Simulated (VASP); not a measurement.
Here is a VASP 6.6.1 calculation.

The input INCAR:

```
SYSTEM = Ni
ALGO     = Normal         ! electronic algorithm
EDIFF    = 1E-6           ! SCF threshold, eV
ENCUT    = 590            ! plane-wave cutoff, eV
GGA      = PS             ! functional
GGA_COMPAT= .FALSE.      
ISIF     = 2              ! what is computed and relaxed
ISMEAR   = -1             ! smearing method
LASPH    = .TRUE.         ! aspherical terms in the spheres
LCHARG   = .FALSE.        ! write CHGCAR
LREAL    = .FALSE.        ! projectors in reciprocal space
LWAVE    = .FALSE.        ! write WAVECAR
NBANDS   = 25             ! bands
NELM     = 120            ! most SCF steps
PREC     = Accurate       ! precision mode
SIGMA    = 0.1            ! smearing width, eV
```

The input KPOINTS:

```
k-points
0
G
  17 17 17
  0 0 0
```

The input POSCAR:

```
Ni
1.0
   -2.7674310000      2.7674310000      2.7674310000
    1.3837150000     -1.3837150000      1.3837150000
    1.3837150000      1.3837150000     -1.3837150000
Ni
2
Direct
    0.0000000000      0.0000000000      0.0000000000
    0.5000000000      0.0000000000      0.0000000000
```

Potentials or basis: VASP PAW PBE potentials, release 64 (Ni_sv_GW).

Run with:

```sh
$ cat potpaw_PBE.64/Ni_sv_GW/POTCAR > POTCAR
$ mpirun -np 1 vasp_std > vasp.out
```

Q: Predict the band gap on the k mesh.

A: Zero (bands 18 and 19 overlap by 0.92 eV).

Q: What does it give for the pressure?

A: -7.6 GPa.

Caveat: the cell stands under tension; the PAW data sets were made with another functional, which shifts forces and pressure a little; the run has no spin polarisation, though such a crystal can be magnetic. Spin polarisation is off, so any magnetic state and its effect on volume and gap are missing.
